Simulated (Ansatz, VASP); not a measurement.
**HfC4 in VASP and in Ansatz**

File INCAR:

```
SYSTEM = HfC4
  PREC = Accurate
  ENCUT = 600
  EDIFF = 1E-6
  ISMEAR = 0
  SIGMA = 0.1
  LREAL = .False.
  LASPH = .True.
  NELM = 100
  ALGO = Normal
  ISIF = 3
  LWAVE = .False.
  LCHARG = .False.
  GGA = PE
  IBRION = 2
  NSW = 100
  EDIFFG = -0.01
```

The input KPOINTS:

```
Automatic mesh
0
Gamma
  12 12 12
  0 0 0
```

The input POSCAR:

```
HfC4
1.0
   -3.2026296084      3.2026296084      1.3145284780
    3.2026296084     -3.2026296084      1.3145284780
    3.2026296084      3.2026296084     -1.3145284780
Hf C
1 4
Direct
    0.0000000000      0.0000000000      0.0000000000
    0.7202100711      0.2797899289      0.0000000000
    0.7202100711      0.7202100711      0.4404201422
    0.2797899289      0.7202100711      0.0000000000
    0.2797899289      0.2797899289      0.5595798578
```

Input for Ansatz:

```yaml
crystal:
  lattice:
    - [-3.2026296084, 3.2026296084, 1.314528478]
    - [3.2026296084, -3.2026296084, 1.314528478]
    - [3.2026296084, 3.2026296084, -1.314528478]
  atoms:
    - { symbol: Hf, position: [0.0, 0.0, 0.0] }
    - { symbol: C, position: [0.7202100711, 0.2797899289, 0.0] }
    - { symbol: C, position: [0.7202100711, 0.7202100711, 0.4404201422] }
    - { symbol: C, position: [0.2797899289, 0.7202100711, 0.0] }
    - { symbol: C, position: [0.2797899289, 0.2797899289, 0.5595798578] }
basis:
  ecutwfc: 420
kpoints:
  mp_grid: { grid: [12, 12, 12] }
hamiltonian:
  xc: pbe
scf:
  occupations: { method: gaussian, width: 0.1 }
output:
  forces: true
  stress: true
  eigenvalues: true
relax:
  adjacent_minimum: "off"
  f_tol: 0.01
  max_steps: 80
  cell: { stress_tol: 0.05 }
```

Change from the starting cell: species swapped into the LuAg4 type (I4/m, No. 87).

Alike in both runs: task relaxation of cell and atoms; functional PBE; k mesh 12 × 12 × 12; occupations gaussian, width 0.1 eV; no spin polarisation.

|  | VASP | Ansatz |
| --- | --- | --- |
| version | VASP 6.6.1 | Ansatz 0.2.0 |
| potentials or method | VASP PAW PBE potentials, release 64 (Hf_pv, C), cutoff 600 eV | scalar-relativistic, plane waves, PAW |
| valence electrons in the cell | 26 | 42 |

```tsv
	VASP	Ansatz	Ansatz less VASP
gap on the k mesh at the Fermi level, each at its own relaxed structure (eV)	none	none	-
relaxed volume (Å³/atom)	10.70	10.77	+0.076
relaxed cell length with the largest relative difference (Å)	4.697	4.710	+0.0136
```

A gap of «none» marks a metal or a gap that the smearing closes. VASP's potentials hold 26 valence electrons a cell and Ansatz's 42, so a difference there can come from the potentials and not from the codes.

Spin-orbit coupling is off throughout.
